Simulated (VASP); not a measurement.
# Sb (P6_3/mmc) in VASP: a series of runs, part 2 of 2

VASP 6.6.1. Earlier steps stand in the parts before.

## (4) Electric field gradients, PBE (equal xx and yy strain of -2 %)

INCAR reads:

```
SYSTEM = Sb
PREC = Accurate
ENCUT = 520
EDIFF = 1E-8
ISMEAR = -1
SIGMA = 0.05
LREAL = .False.
LASPH = .True.
NELM = 60
ALGO = Normal
ISIF = 2
LWAVE = .False.
LCHARG = .False.
GGA = PE
LEFG = .True.
NBANDS = 12
```

KPOINTS reads:

```
Automatic mesh
0
Gamma
  12 12 7
  0 0 0
```

POSCAR reads:

```
Sb
1.0
    3.3016201759      0.0000000000      0.0000000000
   -1.6508100880      2.8592869460      0.0000000000
    0.0000000000      0.0000000000      5.3300000000
Sb
2
Direct
    0.3333333333      0.6666666667      0.2500000000
    0.6666666667      0.3333333333      0.7500000000
```

Potentials or basis: VASP PAW PBE potentials, release 64 (Sb).

Launch:

```console
$ cat potpaw_PBE.64/Sb/POTCAR > POTCAR
$ mpirun -np 1 vasp_std > vasp.out
```

OUTCAR:

```text
SYSTEM = Sb
   PREC = Accurate
   ENCUT = 520
   EDIFF = 1E-8
   ISMEAR = -1
   LREAL = .False.
   LASPH = .True.
   NELM = 60
   ISIF = 2
   GGA = PE

 ion  position               nearest neighbor table
   1  0.333  0.667  0.250-   2 3.28   2 3.28   2 3.28   2 3.28   2 3.28   2 3.28
   2  0.667  0.333  0.750-   1 3.28   1 3.28   1 3.28   1 3.28   1 3.28   1 3.28

  LATTYP: Found a hexagonal cell.
 ALAT       =     3.3016201759
 C/A-ratio  =     1.6143589256

  Lattice vectors:

 A1 = (   3.3016201759,   0.0000000000,   0.0000000000)
 A2 = (  -1.6508100880,   2.8592869460,   0.0000000000)
[... 575 lines left out ...]
  free  energy   TOTEN  =        -7.6470904795 eV

  energy  without entropy=       -7.6350056940  energy(sigma->0) =       -7.64104809

 Electric field gradients (V/A^2)
---------------------------------------------------------------------
 ion       V_xx      V_yy      V_zz      V_xy      V_xz      V_yz
---------------------------------------------------------------------
   1      -9.353    -9.353    18.706    -0.000     0.000    -0.000
   2      -9.353    -9.353    18.706    -0.000    -0.000     0.000
---------------------------------------------------------------------

 Electric field gradients after diagonalization (V/A^2)
 (convention: |V_zz| > |V_xx| > |V_yy|)
----------------------------------------------------------------------
 ion       V_xx      V_yy      V_zz     asymmetry (V_yy - V_xx)/ V_zz
----------------------------------------------------------------------
   1      -9.353    -9.353    18.706       0.000
   2      -9.353    -9.353    18.706       0.000
----------------------------------------------------------------------

           NMR quadrupolar parameters

 Cq : quadrupolar parameter    Cq=e*Q*V_zz/h
 eta: asymmetry parameters     (V_yy - V_xx)/ V_zz
 Q  : nuclear electric quadrupole moment in mb (millibarn)
----------------------------------------------------------------------
 ion       Cq(MHz)       eta       Q (mb)
----------------------------------------------------------------------
   1       0.045       0.000       1.000
   2       0.045       0.000       1.000
----------------------------------------------------------------------
```

Wall time 23 s (1 thread of AMD EPYC 9R45 (Zen 5), shared host); peak memory 0.17 GiB.

What came out:

```
Free energy                             : -7.6471 eV
Pressure                                : 6.0 GPa
Band gap on the k mesh                  : zero (bands 5 and 6 overlap by 7.59 eV)
Largest electric field gradient by atom : Sb +18.7 V/Å²
```

Electric field gradients, principal values (V/Å²):
```tsv
atom	least	middle	greatest (by size)
1 Sb	-9.353	-9.353	18.706
2 Sb	-9.353	-9.353	18.706
```

Caveat: the cell differs from its parent crystal (equal xx and yy strain of -2 %); the cell stands under pressure; without QUAD_EFG the Cq values of the log hold for a quadrupole moment of 1 mb, not for the nuclei; spin-orbit coupling is left out, which moves the levels of the heavy elements.

## (5) Electric field gradients, PBE (equal xx and yy strain of +1 %)

INCAR reads:

```
SYSTEM = Sb
  PREC = Accurate
  ENCUT = 520
  EDIFF = 1E-8
  ISMEAR = -1
  SIGMA = 0.05
  LREAL = .FALSE.
  LASPH = .TRUE.
  NELM = 100
  ALGO = Normal
  ISIF = 2
  LWAVE = .FALSE.
  LCHARG = .FALSE.
  GGA = PE
  LEFG = .TRUE.
  NBANDS = 12
```

KPOINTS reads:

```
Automatic mesh
0
G
  12 12 7
  0 0 0
```

POSCAR reads:

```
Sb
1.0
    3.4026901813      0.0000000000      0.0000000000
   -1.7013450907      2.9468161382      0.0000000000
    0.0000000000      0.0000000000      5.3300000000
Sb
2
Direct
    0.3333333333      0.6666666667      0.2500000000
    0.6666666667      0.3333333333      0.7500000000
```

Potentials or basis: VASP PAW PBE potentials, release 64 (Sb).

Launch:

```console
$ cat potpaw_PBE.64/Sb/POTCAR > POTCAR
$ mpirun -np 1 vasp_std > vasp.out
```

OUTCAR:

```text
SYSTEM = Sb
   PREC = Accurate
   ENCUT = 520
   EDIFF = 1E-8
   ISMEAR = -1
   LREAL = .FALSE.
   LASPH = .TRUE.
   NELM = 100
   ISIF = 2
   GGA = PE

 ion  position               nearest neighbor table
   1  0.333  0.667  0.250-   2 3.31   2 3.31   2 3.31   2 3.31   2 3.31   2 3.31
   2  0.667  0.333  0.750-   1 3.31   1 3.31   1 3.31   1 3.31   1 3.31   1 3.31

  LATTYP: Found a hexagonal cell.
 ALAT       =     3.4026901813
 C/A-ratio  =     1.5664076704

  Lattice vectors:

 A1 = (   3.4026901813,   0.0000000000,   0.0000000000)
 A2 = (  -1.7013450907,   2.9468161382,   0.0000000000)
 A3 = (   0.0000000000,   0.0000000000,   5.3300000000)

Analysis of symmetry for initial positions (statically):
=====================================================================
 Subroutine PRICEL returns:
 Original cell was already a primitive cell.

 Routine SETGRP: Setting up the symmetry group for a
 hexagonal supercell.

 Subroutine GETGRP returns: Found 24 space group operations
 (whereof 12 operations were pure point group operations)
 out of a pool of 24 trial point group operations.

The static configuration has the point symmetry D_3d.
 The point group associated with its full space group is D_6h.

Analysis of symmetry for dynamics (positions and initial velocities):
=====================================================================
 Subroutine PRICEL returns:
 Original cell was already a primitive cell.

 Routine SETGRP: Setting up the symmetry group for a
 hexagonal supercell.

 Subroutine GETGRP returns: Found 24 space group operations
 (whereof 12 operations were pure point group operations)
 out of a pool of 24 trial point group operations.

The dynamic configuration has the point symmetry D_3d.
 The point group associated with its full space group is D_6h.

 Subroutine INISYM returns: Found 24 space group operations
 (whereof 12 operations are pure point group operations),
 and found     1 'primitive' translations

----------------------------------------------------------------------------------------

                                     Primitive cell

  volume of cell :      53.4445

  direct lattice vectors                    reciprocal lattice vectors
     3.402690181  0.000000000  0.000000000     0.293885116  0.169674651  0.000000000
    -1.701345091  2.946816138  0.000000000     0.000000000  0.339349302  0.000000000
     0.000000000  0.000000000  5.330000000     0.000000000  0.000000000  0.187617261

  length of vectors
     3.402690181  3.402690181  5.330000000     0.339349302  0.339349302  0.187617261

  position of ions in fractional coordinates (direct lattice)
     0.333333333  0.666666667  0.250000000
     0.666666667  0.333333333  0.750000000

  ion indices of the primitive-cell ions
   primitive index   ion index
                 1           1
                 2           2

----------------------------------------------------------------------------------------

 KPOINTS: Automatic mesh
[... 85 lines left out ...]
   IALGO  =     38    algorithm
   IMIX   =      4    mixing-type and parameters
     AMIX     =   0.40;   BMIX     =  1.00
     AMIX_MAG =   1.60;   BMIX_MAG =  1.00
  volume/ion in A,a.u.               =      26.72       180.33
  Fermi-wavevector in a.u.,A,eV,Ry     =   0.936355  1.769455 11.929058  0.876761
  Thomas-Fermi vector in A             =   2.063356
   LORBIT       =      0    0 simple, 1 ext, 2 COOP (PROOUT), +10 PAW based schemes
   GGA     = PE    functional components
   LHFCALC =     F    Hartree Fock is set to
   AEXX    =    0.0000 exact exchange contribution
   IVDW    =     0    specifies the selected vdW correction
   LEPSILON=     F    determine dielectric tensor
   LRPA    =     F    only Hartree local field effects (RPA)
 non-spin polarized calculation
  energy-cutoff  :      520.00
  volume of cell :       53.44
 maximum number of plane-waves:      1459
 NGX is ok and might be reduce to    28
   NGX = 13   NGY = 13   NGZ = 19

 number of electron      10.0000001 magnetization

 Free energy of the ion-electron system (eV)
  ---------------------------------------------------
  ext. energy  EPLUGINS =         0.00000000
  ---------------------------------------------------
  free energy    TOTEN  =        -7.72547444 eV

  energy without entropy =       -7.71610011  energy(sigma->0) =       -7.72078727

 E-fermi :   8.6473     XC(G=0): -10.2639

 val. band max:        8.5988292633   @ k =   0.5000   0.0000   0.2857
 cond. band min:       8.6771473252   @ k =   0.5000   0.0000   0.0000
 fundamental gap:      0.0783180620
 Fermi energy:         8.6472558545

 k-point     1 :       0.0000    0.0000    0.0000
  band No.  band energies     occupation
      1      -4.3666      2.00000
      2      -0.1612      2.00000
      3       2.8349      2.00000
      4      11.7675      0.00000
      5      11.7675      0.00000
      6      13.5633      0.00000
      7      13.5633      0.00000
      8      14.6557      0.00000
      9      15.8236      0.00000
     10      17.3633      0.00000
     11      18.3982      0.00000
     12      18.3982      0.00000
[... 331 lines left out ...]
 k-point    24 :       0.3333   -0.0000    0.1429
  band No.  band energies     occupation
      1      -2.4076      2.00000
      2       0.6979      2.00000
      3       4.4625      2.00000
      4       5.9092      2.00000
      5       7.6434      2.00000
      6       9.2864      0.00001
      7      11.1489      0.00000
      8      12.4293      0.00000
      9      13.5256      0.00000
     10      15.8085      0.00000
     11      17.7018      0.00000
     12      18.3691      0.00000

 [... further k-points ...]

------------------------ aborting loop because EDIFF is reached ----------------------------------------

  FORCE on cell =-STRESS in cart. coord.  units (eV):
  Direction    XX          YY          ZZ          XY          YZ          ZX
  --------------------------------------------------------------------------------------
  -------------------------------------------------------------------------------------
  Total        0.5811954      0.5811954      0.3175054     -0.0000000      0.0000000      0.0000000
  in kB       17.4232857     17.4232857      9.5182929     -0.0000000      0.0000000      0.0000000
  external PRESSURE =      14.7882881 kB  Pullay stress =       0.0000000 kB

 VOLUME and BASIS-vectors are now :
 -----------------------------------------------------------------------------
  energy-cutoff  :      520.00
  volume of cell :       53.44
      direct lattice vectors                 reciprocal lattice vectors
     3.402690181  0.000000000  0.000000000     0.293885116  0.169674651  0.000000000
    -1.701345091  2.946816138  0.000000000     0.000000000  0.339349302  0.000000000
     0.000000000  0.000000000  5.330000000     0.000000000  0.000000000  0.187617261

 POSITION                                       TOTAL-FORCE (eV/Angst)
 -----------------------------------------------------------------------------------
     -0.00000      1.96454      1.33250         0.000000     -0.000000      0.000000
      1.70135      0.98227      3.99750        -0.000000      0.000000      0.000000
 -----------------------------------------------------------------------------------
    total drift:                               -0.000000      0.000000      0.000000

  FREE ENERGIE OF THE ION-ELECTRON SYSTEM (eV)
  ---------------------------------------------------
  free  energy   TOTEN  =        -7.7254744370 eV

  energy  without entropy=       -7.7161001125  energy(sigma->0) =       -7.72078727

 Electric field gradients (V/A^2)
---------------------------------------------------------------------
 ion       V_xx      V_yy      V_zz      V_xy      V_xz      V_yz
---------------------------------------------------------------------
   1     -10.312   -10.312    20.623     0.000     0.000    -0.000
   2     -10.312   -10.312    20.623     0.000    -0.000     0.000
---------------------------------------------------------------------

 Electric field gradients after diagonalization (V/A^2)
 (convention: |V_zz| > |V_xx| > |V_yy|)
----------------------------------------------------------------------
 ion       V_xx      V_yy      V_zz     asymmetry (V_yy - V_xx)/ V_zz
----------------------------------------------------------------------
   1     -10.312   -10.312    20.623       0.000
   2     -10.312   -10.312    20.623       0.000
----------------------------------------------------------------------

           NMR quadrupolar parameters

 Cq : quadrupolar parameter    Cq=e*Q*V_zz/h
 eta: asymmetry parameters     (V_yy - V_xx)/ V_zz
 Q  : nuclear electric quadrupole moment in mb (millibarn)
----------------------------------------------------------------------
 ion       Cq(MHz)       eta       Q (mb)
----------------------------------------------------------------------
   1       0.050       0.000       1.000
   2       0.050       0.000       1.000
----------------------------------------------------------------------
```

Run time: 26 s. Hardware: 1 thread of AMD EPYC 9R45 (Zen 5), shared host; peak memory 0.17 GiB.

What came out:

```yaml
Free_energy: -7.7255 eV
Pressure: 1.5 GPa
Band_gap_on_the_k_mesh: zero (bands 5 and 6 overlap by 6.68 eV)
Largest_electric_field_gradient_by_atom: Sb +20.6 V/Å²
```

Levels at points of the mesh, in eV from the Fermi level:
```csv
k point,band 1,band 2,band 3,band 4,band 5,band 6,band 7,band 8,band 9,band 10
"(0.00, 0.00, 0.00)",-13.01,-8.81,-5.81,3.12,3.12,4.92,4.92,6.01,7.18,8.72
"(0.50, 0.00, 0.00)",-9.57,-8.19,-4.16,-2.78,-2.37,-0.17,0.03,3.69,4.15,7.45
```

Electric field gradients, principal values (V/Å²):
```csv
atom,least,middle,greatest (by size)
1 Sb,-10.312,-10.312,20.623
2 Sb,-10.312,-10.312,20.623
```

Caveat: the cell differs from its parent crystal (equal xx and yy strain of +1 %); without QUAD_EFG the Cq values of the log hold for a quadrupole moment of 1 mb, not for the nuclei; spin-orbit coupling is left out, which moves the levels of the heavy elements.

## (6) Summary

```tsv
spin	cell	gap on the mesh (eV)	pressure (GPa)
non-collinear, zero start, SOC	a = 3.369, b = 3.369, c = 5.330 Å, angles 90.0, 90.0, 120.0°, 2 atoms	-	3.0
off	a = 3.302, b = 3.302, c = 5.330 Å, angles 90.0, 90.0, 120.0°, 2 atoms	none	6.0
off	a = 3.403, b = 3.403, c = 5.330 Å, angles 90.0, 90.0, 120.0°, 2 atoms	none	1.5
```

Alike in all rows: task electric field gradients; level PBE; potentials or basis VASP PAW PBE potentials, release 64 (Sb); k mesh 12 × 12 × 7; cutoff (eV) 520; smearing fermi-dirac 0.05 eV.

Caveats: the cell stands under pressure (at least some runs); spin-orbit coupling is left out, which moves the levels of the heavy elements (at least some runs).

Total energies depend on the potentials used, so only differences within one code and one set of settings carry meaning.

The gap in the log of VASP goes by the Fermi energy; the results here count the filled bands.